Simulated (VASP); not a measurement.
A run of VASP 6.6.1 is set up as follows.

INCAR

```
  ALGO = Normal
  EDIFF = 1E-6
  ENCUT = 520
  GGA = PE
  ISIF = 2
  ISMEAR = 0
  ISPIN = 2
  LASPH = True
  LCHARG = False
  LDAU = True
  LDAUJ = 0 0
  LDAUL = 2 -1
  LDAUPRINT = 1
  LDAUTYPE = 2
  LDAUU = 3.9 0
  LMAXMIX = 4
  LORBIT = 11
  LREAL = False
  LWAVE = False
  MAGMOM = 4 -4 0 0 0 0
  NBANDS = 38
  NELM = 150
  PREC = Accurate
  SIGMA = 0.02
```

File KPOINTS:

```
k-points
0
Gamma
  12 12 6
```

POSCAR

```
MnO2
1.0
    1.3583965956     -0.7842706401      8.7183493550
   -1.3583965956     -0.7842706401      8.7183493550
    0.0000000000     -3.1370825605      8.7183493550
Mn O
2 4
Direct
    0.0000000000      0.0000000000      0.0000000000
    0.0000000000      0.0000000000      0.5000000000
    0.2643644900      0.2643644900      0.8678177550
    0.7356355100      0.7356355100      0.6321822450
    0.2643644900      0.2643644900      0.3678177550
    0.7356355100      0.7356355100      0.1321822450
```

Potentials or basis: VASP PAW PBE potentials, release 64 (Mn_pv, O).

The run is started by

```sh
$ cat potpaw_PBE.64/Mn_pv/POTCAR potpaw_PBE.64/O/POTCAR > POTCAR
$ mpirun -np 1 vasp_std > vasp.out
```

(1) Predict the site moments.

(2) Predict the pressure.

(3) What does it give for the largest force?

## Answers

(1) Mn +2.94, -2.94; O -0.01, +0.01 (each value once) μB.

(2) 55.4 GPa.

(3) 3.280 eV/Å.

Caveat: the cell stands under pressure; forces of over 1 eV/Å act on the atoms, so gaps and moduli don't describe the material at rest.
